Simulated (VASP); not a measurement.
# Na3Cl2 (P4/mbm) in VASP: a series of runs

The runs below take Na3Cl2 through single point, relaxation of cell and atoms, with PBE.

Program: VASP 6.6.1. These are calculated values, not measurements. Logs are shortened: lines on timing, memory, paths and dates and some standing lists are left out, and cuts for length are marked.

## 1. The cell of the first run

It takes space group P4/mbm (No. 127, tetragonal). Conventional cell: a = 8.026 Å, b = 8.026 Å, c = 3.965 Å, α = 90.00°, β = 90.00°, γ = 90.00°. Na (site symmetry 4/m) has 4 Cl at 3.03 Å and 10 Na at 3.63 to 3.97 Å within 4.0 Å. Na (site symmetry m2m) has 6 Cl at 2.93 to 3.18 Å and 7 Na at 3.49 to 3.97 Å within 4.0 Å. Cl (site symmetry m2m) has 8 Na at 2.93 to 3.18 Å and 3 Cl at 3.55 to 3.97 Å within 4.0 Å.

## 2. Single point, PBE

INCAR reads:

```
SYSTEM = Na3Cl2
PREC = Accurate
ENCUT = 520
EDIFF = 1E-6
ISMEAR = 0
SIGMA = 0.1
LREAL = .False.
LASPH = .True.
NELM = 80
ALGO = Normal
ISIF = 2
LWAVE = .False.
LCHARG = .True.
GGA = PE
LELF = .True.
LVHAR = .True.
NBANDS = 46
```

KPOINTS reads:

```
Automatic mesh
0
Gamma
  2 2 4
  0 0 0
```

POSCAR reads:

```
Na3Cl2
1.0
    8.0264577167      0.0000000000      0.0000000000
    0.0000000000      8.0264577167      0.0000000000
    0.0000000000      0.0000000000      3.9654500633
Na Cl
6 4
Direct
    0.0000000000      0.0000000000      0.0000000000
    0.5000000000      0.5000000000      0.0000000000
    0.1537980672      0.6537980672      0.5000000000
    0.3462019328      0.1537980672      0.5000000000
    0.8462019328      0.3462019328      0.5000000000
    0.6537980672      0.8462019328      0.5000000000
    0.3434308625      0.8434308625      0.0000000000
    0.1565691375      0.3434308625      0.0000000000
    0.6565691375      0.1565691375      0.0000000000
    0.8434308625      0.6565691375      0.0000000000
```

Potentials or basis: VASP PAW PBE potentials, release 64 (Na_pv, Cl).

Launch:

```bash
cat potpaw_PBE.64/Na_pv/POTCAR potpaw_PBE.64/Cl/POTCAR > POTCAR
mpirun -np 1 vasp_std > vasp.out
```

OUTCAR:

```text
SYSTEM = Na3Cl2
   PREC = Accurate
   ENCUT = 520
   EDIFF = 1E-6
   ISMEAR = 0
   LREAL = .False.
   LASPH = .True.
   NELM = 80
   ISIF = 2
   GGA = PE

 ion  position               nearest neighbor table
   1  0.000  0.000  0.000-
   2  0.500  0.500  0.000-
   3  0.154  0.654  0.500-
   4  0.346  0.154  0.500-
   5  0.846  0.346  0.500-
   6  0.654  0.846  0.500-
   7  0.343  0.843  0.000-
   8  0.157  0.343  0.000-
   9  0.657  0.157  0.000-
  10  0.843  0.657  0.000-

  LATTYP: Found a simple tetragonal cell.
 ALAT       =     8.0264577167
 C/A-ratio  =     0.4940473374

  Lattice vectors:

 A1 = (   8.0264577167,   0.0000000000,   0.0000000000)
 A2 = (   0.0000000000,   8.0264577167,   0.0000000000)
 A3 = (   0.0000000000,   0.0000000000,   3.9654500633)

Analysis of symmetry for initial positions (statically):
=====================================================================
 Subroutine PRICEL returns:
 Original cell was already a primitive cell.

 Routine SETGRP: Setting up the symmetry group for a
 simple tetragonal supercell.

 Subroutine GETGRP returns: Found 16 space group operations
 (whereof  8 operations were pure point group operations)
 out of a pool of 16 trial point group operations.

The static configuration has the point symmetry C_4h.
 The point group associated with its full space group is D_4h.

Analysis of symmetry for dynamics (positions and initial velocities):
=====================================================================
 Subroutine PRICEL returns:
 Original cell was already a primitive cell.

 Routine SETGRP: Setting up the symmetry group for a
 simple tetragonal supercell.

 Subroutine GETGRP returns: Found 16 space group operations
 (whereof  8 operations were pure point group operations)
 out of a pool of 16 trial point group operations.

The dynamic configuration has the point symmetry C_4h.
 The point group associated with its full space group is D_4h.

 Subroutine INISYM returns: Found 16 space group operations
 (whereof  8 operations are pure point group operations),
 and found     1 'primitive' translations

----------------------------------------------------------------------------------------

                                     Primitive cell

  volume of cell :     255.4702

  direct lattice vectors                    reciprocal lattice vectors
     8.026457717  0.000000000  0.000000000     0.124587961  0.000000000  0.000000000
     0.000000000  8.026457717  0.000000000     0.000000000  0.124587961  0.000000000
     0.000000000  0.000000000  3.965450063     0.000000000  0.000000000  0.252178185

  length of vectors
     8.026457717  8.026457717  3.965450063     0.124587961  0.124587961  0.252178185

  position of ions in fractional coordinates (direct lattice)
     0.000000000  0.000000000  0.000000000
     0.500000000  0.500000000  0.000000000
     0.153798067  0.653798067  0.500000000
     0.346201933  0.153798067  0.500000000
     0.846201933  0.346201933  0.500000000
     0.653798067  0.846201933  0.500000000
     0.343430862  0.843430862  0.000000000
     0.156569138  0.343430862  0.000000000
     0.656569138  0.156569138  0.000000000
     0.843430862  0.656569138  0.000000000

  ion indices of the primitive-cell ions
   primitive index   ion index
                 1           1
                 2           2
                 3           3
                 4           4
                 5           5
                 6           6
                 7           7
                 8           8
                 9           9
                10          10

----------------------------------------------------------------------------------------

 KPOINTS: Automatic mesh

Automatic generation of k-mesh.
 Grid dimensions read from file:
 generate k-points for:    2    2    4

 Generating k-lattice:

  Cartesian coordinates                     Fractional coordinates (reciprocal lattice)
     0.062293980  0.000000000  0.000000000     0.500000000  0.000000000  0.000000000
     0.000000000  0.062293980  0.000000000     0.000000000  0.500000000  0.000000000
     0.000000000  0.000000000  0.063044546     0.000000000  0.000000000  0.250000000

  Length of vectors
     0.062293980  0.062293980  0.063044546

  Shift w.r.t. Gamma in fractional coordinates (k-lattice)
     0.000000000  0.000000000  0.000000000

 Subroutine IBZKPT returns following result:
 ===========================================

 Found      9 irreducible k-points:

 Following reciprocal coordinates:
            Coordinates               Weight
  0.000000  0.000000  0.000000      1.000000
  0.500000  0.000000  0.000000      2.000000
  0.500000  0.500000  0.000000      1.000000
  0.000000  0.000000  0.250000      2.000000
  0.500000  0.000000  0.250000      4.000000
  0.500000  0.500000  0.250000      2.000000
  0.000000  0.000000  0.500000      1.000000
  0.500000  0.000000  0.500000      2.000000
  0.500000  0.500000  0.500000      1.000000
   k-points           NKPTS =      9   k-points in BZ     NKDIM =      9   number of bands    NBANDS=     46
   number of dos      NEDOS =    301   number of ions     NIONS =     10
   total plane-waves  NPLWV = 108000
   dimension x,y,z NGX =    60 NGY =   60 NGZ =   30
   dimension x,y,z NGXF=   120 NGYF=  120 NGZF=   60
   ions per type =               6   4
   NGX,Y,Z   is equivalent  to a cutoff of  12.43, 12.43, 12.58 a.u.
   NGXF,Y,Z  is equivalent  to a cutoff of  24.85, 24.85, 25.15 a.u.
 SYSTEM =  Na3Cl2
   PREC   = accura    normal or accurate (medium, high low for compatibility)
   ISTART =      0    job   : 0-new  1-cont  2-samecut
   ICHARG =      2    charge: 1-file 2-atom 10-const
   ISPIN  =      1    spin polarized calculation?
   LNONCOLLINEAR =      F non collinear calculations
   LSORBIT =      F    spin-orbit coupling
   LASPH  =      T    aspherical Exc in radial PAW
   ENCUT  =  520.0 eV  38.22 Ry    6.18 a.u.  14.92 14.92  7.37*2*pi/ulx,y,z
   NELM   =     80;   NELMIN=  2; NELMDL= -5     # of ELM steps
   EDIFF  = 0.1E-05   stopping-criterion for ELM
   LREAL  =      F    real-space projection
   EDIFFG = 0.1E-04   stopping-criterion for IOM
   NSW    =      0    number of steps for IOM
   IBRION =     -1    ionic relax: 0-MD 1-quasi-New 2-CG
   NFREE  =      0    steps in history (QN), initial steepest desc. (CG)
   ISIF   =      2    stress and relaxation
   ISYM   =      2    0-nonsym 1-usesym 2-fastsym
   POTIM  = 0.5000    time-step for ionic-motion
   TEBEG  =    0.0;   TEEND  =   0.0 temperature during run
   PSTRESS=    0.0 pullay stress
   NELECT =      70.0000    total number of electrons
   NUPDOWN=      -1.0000    fix difference up-down
   EMIN   =  10.00;   EMAX   =-10.00  energy-range for DOS
   EFERMI =   0.00;   METHOD = LEGACY
   ISMEAR =     0;   SIGMA  =   0.10  broadening in eV -4-tet -1-fermi 0-gaus
   EFERMI_NEDOS =   21; number of points for ismear=-14 and -15
   IALGO  =     38    algorithm
   IMIX   =      4    mixing-type and parameters
     AMIX     =   0.40;   BMIX     =  1.00
     AMIX_MAG =   1.60;   BMIX_MAG =  1.00
  volume/ion in A,a.u.               =      25.55       172.40
  Fermi-wavevector in a.u.,A,eV,Ry     =   1.063312  2.009368 15.383189  1.130633
  Thomas-Fermi vector in A             =   2.198793
   LORBIT       =      0    0 simple, 1 ext, 2 COOP (PROOUT), +10 PAW based schemes
   GGA     = PE    functional components
   LHFCALC =     F    Hartree Fock is set to
   AEXX    =    0.0000 exact exchange contribution
   IVDW    =     0    specifies the selected vdW correction
   LEPSILON=     F    determine dielectric tensor
   LRPA    =     F    only Hartree local field effects (RPA)
 non-spin polarized calculation
 Gauss-broadening in eV      SIGMA  =   0.10
  energy-cutoff  :      520.00
  volume of cell :      255.47
 maximum number of plane-waves:      6919
 NGX is ok and might be reduce to    60
   NGX = 29   NGY = 29   NGZ = 15

 number of electron      70.0000024 magnetization

 Free energy of the ion-electron system (eV)
  ---------------------------------------------------
  ext. energy  EPLUGINS =         0.00000000
  ---------------------------------------------------
  free energy    TOTEN  =       -27.47736719 eV

  energy without entropy =      -27.44981037  energy(sigma->0) =      -27.46358878

 E-fermi :   3.0802     XC(G=0):  -7.7128

 val. band max:        3.0197939682   @ k =   0.5000   0.0000   0.2500
 cond. band min:       3.1557761073   @ k =   0.5000   0.5000   0.2500
 fundamental gap:      0.1359821391
 Fermi energy:         3.0802293138

 k-point     1 :       0.0000    0.0000    0.0000
  band No.  band energies     occupation
      1     -22.8354      2.00000
      2     -22.8330      2.00000
      3     -22.8330      2.00000
      4     -22.8314      2.00000
      5     -22.8299      2.00000
      6     -22.8280      2.00000
[... 38 lines left out ...]
     45       7.6844      0.00000
     46       7.6844      0.00000

 k-point     2 :       0.5000    0.0000    0.0000
  band No.  band energies     occupation
      1     -22.8350      2.00000
      2     -22.8350      2.00000
      3     -22.8307      2.00000
      4     -22.8307      2.00000
      5     -22.8294      2.00000
      6     -22.8294      2.00000
[... 38 lines left out ...]
     45       8.0072      0.00000
     46       8.0084      0.00000

 k-point     3 :       0.5000    0.5000    0.0000
  band No.  band energies     occupation
      1     -22.8327      2.00000
      2     -22.8327      2.00000
      3     -22.8323      2.00000
      4     -22.8323      2.00000
      5     -22.8302      2.00000
      6     -22.8302      2.00000
[... 38 lines left out ...]
     45       7.6929      0.00000
     46       7.6929      0.00000

 k-point     4 :       0.0000    0.0000    0.2500
  band No.  band energies     occupation
      1     -22.8337      2.00000
      2     -22.8319      2.00000
      3     -22.8319      2.00000
      4     -22.8311      2.00000
      5     -22.8291      2.00000
      6     -22.8276      2.00000
[... 38 lines left out ...]
     45       7.7664      0.00000
     46       8.0656      0.00000

 k-point     5 :       0.5000    0.0000    0.2500
  band No.  band energies     occupation
      1     -22.8337      2.00000
      2     -22.8337      2.00000
      3     -22.8300      2.00000
      4     -22.8300      2.00000
      5     -22.8288      2.00000
      6     -22.8288      2.00000
[... 38 lines left out ...]
     45       7.4762      0.00000
     46       7.4762      0.00000

 k-point     6 :       0.5000    0.5000    0.2500
  band No.  band energies     occupation
      1     -22.8317      2.00000
      2     -22.8317      2.00000
      3     -22.8315      2.00000
      4     -22.8315      2.00000
      5     -22.8294      2.00000
      6     -22.8294      2.00000
[... 38 lines left out ...]
     45       7.4350      0.00000
     46       7.4350      0.00000

 k-point     7 :       0.0000    0.0000    0.5000
  band No.  band energies     occupation
      1     -22.8321      2.00000
      2     -22.8309      2.00000
      3     -22.8309      2.00000
      4     -22.8308      2.00000
      5     -22.8284      2.00000
      6     -22.8271      2.00000
[... 38 lines left out ...]
     45       7.3601      0.00000
     46       7.3601      0.00000

 k-point     8 :       0.5000    0.0000    0.5000
  band No.  band energies     occupation
      1     -22.8325      2.00000
      2     -22.8325      2.00000
      3     -22.8292      2.00000
      4     -22.8292      2.00000
      5     -22.8281      2.00000
      6     -22.8281      2.00000
[... 38 lines left out ...]
     45       7.1536      0.00000
     46       7.1536      0.00000

 k-point     9 :       0.5000    0.5000    0.5000
  band No.  band energies     occupation
      1     -22.8311      2.00000
      2     -22.8311      2.00000
      3     -22.8302      2.00000
      4     -22.8302      2.00000
      5     -22.8286      2.00000
      6     -22.8286      2.00000
[... 38 lines left out ...]
     45       7.4858      0.00000
     46       7.4858      0.00000

------------------------ aborting loop because EDIFF is reached ----------------------------------------

  FORCE on cell =-STRESS in cart. coord.  units (eV):
  Direction    XX          YY          ZZ          XY          YZ          ZX
  --------------------------------------------------------------------------------------
  -------------------------------------------------------------------------------------
  Total        0.1205744      0.1205744     -0.0761778     -0.0000000     -0.0000000      0.0000000
  in kB        0.7561800      0.7561800     -0.4777476     -0.0000000     -0.0000000      0.0000000
  external PRESSURE =       0.3448708 kB  Pullay stress =       0.0000000 kB

 VOLUME and BASIS-vectors are now :
 -----------------------------------------------------------------------------
  energy-cutoff  :      520.00
  volume of cell :      255.47
      direct lattice vectors                 reciprocal lattice vectors
     8.026457717  0.000000000  0.000000000     0.124587961  0.000000000  0.000000000
     0.000000000  8.026457717  0.000000000     0.000000000  0.124587961  0.000000000
     0.000000000  0.000000000  3.965450063     0.000000000  0.000000000  0.252178185

 POSITION                                       TOTAL-FORCE (eV/Angst)
 -----------------------------------------------------------------------------------
      0.00000      0.00000      0.00000         0.000000      0.000000     -0.000000
      4.01323      4.01323      0.00000         0.000000      0.000000     -0.000000
      1.23445      5.24768      1.98273        -0.007388     -0.007388     -0.000000
      2.77878      1.23445      1.98273         0.007388     -0.007388     -0.000000
      6.79200      2.77878      1.98273         0.007388      0.007388     -0.000000
      5.24768      6.79200      1.98273        -0.007388      0.007388      0.000000
      2.75653      6.76976      0.00000        -0.030073     -0.030073     -0.000000
      1.25670      2.75653      0.00000         0.030073     -0.030073     -0.000000
      5.26992      1.25670      0.00000         0.030073      0.030073      0.000000
      6.76976      5.26992      0.00000        -0.030073      0.030073      0.000000
 -----------------------------------------------------------------------------------
    total drift:                                0.000000     -0.000000      0.000000

  FREE ENERGIE OF THE ION-ELECTRON SYSTEM (eV)
  ---------------------------------------------------
  free  energy   TOTEN  =       -27.4773671913 eV

  energy  without entropy=      -27.4498103689  energy(sigma->0) =      -27.46358878
```

It took 2.1 min on 1 thread of Oxide Virtual Turin-like, shared host; peak memory 0.3 GiB.

What came out:

* Free energy: -27.4774 eV
* Pressure: 0.0 GPa
* Largest force: 0.043 eV/Å
* Band gap on the k mesh: zero (bands 35 and 36 overlap by 1.11 eV)

Forces on the atoms (eV/Å):
```
Na   0.000  0.000  0.000
Na   0.000  0.000  0.000
Na  -0.007 -0.007  0.000
Na   0.007 -0.007  0.000
Na   0.007  0.007  0.000
Na  -0.007  0.007  0.000
Cl  -0.030 -0.030  0.000
Cl   0.030 -0.030  0.000
Cl   0.030  0.030  0.000
Cl  -0.030  0.030  0.000
```

Caveat: the k points lie up to 0.40 Å⁻¹ apart, too coarse for converged energies and pressures of a metal.

[end of part 1 of 2]

The gap in the log of VASP goes by the Fermi energy; the results here count the filled bands.